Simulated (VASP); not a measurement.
A run of VASP 6.6.1 is set up as follows.

File INCAR:

```
SYSTEM = InSe
ALGO = Normal
DIPOL = 0.5 0.5 0.500
EDIFF = 1E-6
ENCUT = 520
GGA = PE
IDIPOL = 3
ISIF = 2
ISMEAR = 0
IVDW = 12
LASPH = .TRUE.
LCHARG = .FALSE.
LDIPOL = .TRUE.
LREAL = .FALSE.
LWAVE = .FALSE.
NBANDS = 27
NELM = 60
PREC = Accurate
SIGMA = 0.02
```

KPOINTS

```
k-points
0
G
  9 9 1
  0 0 0
```

The input POSCAR:

```
InSe
1.0
    4.2280000000      0.0000000000      0.0000000000
   -2.1140000000      3.6615554072      0.0000000000
    0.0000000000      0.0000000000     36.7211901288
Se In
2 2
Direct
    0.0000000000      0.0000000000      0.4218840838
    0.0000000000      0.0000000000      0.5780881714
    0.6666666667      0.3333333333      0.4594599339
    0.6666666667      0.3333333333      0.5405123784
```

Potentials or basis: VASP PAW PBE potentials, release 64 (Se, In_d).

The run is started by

```sh
$ cat potpaw_PBE.64/Se/POTCAR potpaw_PBE.64/In_d/POTCAR > POTCAR
$ mpirun -np 1 vasp_std > vasp.out
```

(1) Estimate the band gap on the k mesh.

(2) Predict the dispersion energy per atom.

(3) Estimate the largest force.

## Answers

(1) 1.19 eV (least direct gap 1.23 eV).

(2) -0.191 eV.

(3) 0.995 eV/Å.

Caveat: spin-orbit coupling is left out, which moves the levels of the heavy elements.
